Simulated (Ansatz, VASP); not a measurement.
# CdSe in VASP and in Ansatz

The input INCAR:

```
ALGO = Normal ; EDIFF = 1E-6
EDIFFG = -0.01 ; ENCUT = 600
GGA = RE ; IBRION = 2
ISIF = 3 ; ISMEAR = 0
IVDW = 12 ; LASPH = True
LCHARG = False ; LREAL = False
LWAVE = False ; NELM = 100
NSW = 80 ; PREC = Accurate
SIGMA = 0.01
```

File KPOINTS:

```
k-points
0
Gamma
  6 6 6
```

POSCAR

```
CdSe
1.0
    4.3420190000      0.0000000000      0.0000000000
    2.1710095000      3.7602987577      0.0000000000
    2.1710095000      1.2534329192      3.5452436678
Cd Se
1 1
Direct
    0.0000000000      0.0000000000      0.0000000000
    0.7500000000      0.7500000000      0.7500000000
```

Input for Ansatz:

```yaml
crystal:
  lattice:
    - [4.342019, 0.0, 0.0]
    - [2.1710095000000003, 3.760298757714704, 0.0]
    - [2.1710095000000003, 1.253432919238235, 3.545243667823223]
  atoms:
    - { symbol: Cd, position: [0.0, 0.0, 0.0] }
    - { symbol: Se, position: [0.7500000000000001, 0.7499999999999999, 0.7499999999999999] }
basis:
  ecutwfc: 470.0
kpoints:
  mp_grid:
    grid: [6, 6, 6]
hamiltonian:
  xc: revpbe
  dispersion: d3bj
scf:
  occupations:
    method: fixed
relax:
  f_tol: 0.01
  cell: {}
```

Alike in both runs: task relaxation of cell and atoms; functional revPBE; dispersion D3(BJ); k mesh 6 × 6 × 6; no spin polarisation.

```csv
,VASP,Ansatz
version,VASP 6.6.1,Ansatz 0.2.0
potentials or method,"VASP PAW PBE potentials, release 64 (Cd, Se), cutoff 600 eV","plane waves, PAW"
occupations,"gaussian, width 0.01 eV",fixed
valence electrons in the cell,18,36
```

```csv
,VASP,Ansatz,Ansatz less VASP
relaxed volume (Å³/atom),28.36,28.22,-0.135
relaxed cell length with the largest relative difference (Å),4.313,4.306,-0.0068
```

VASP's potentials were made for PBE, not for revPBE. VASP's potentials hold 18 valence electrons a cell and Ansatz's 36, so a difference there can come from the potentials and not from the codes.
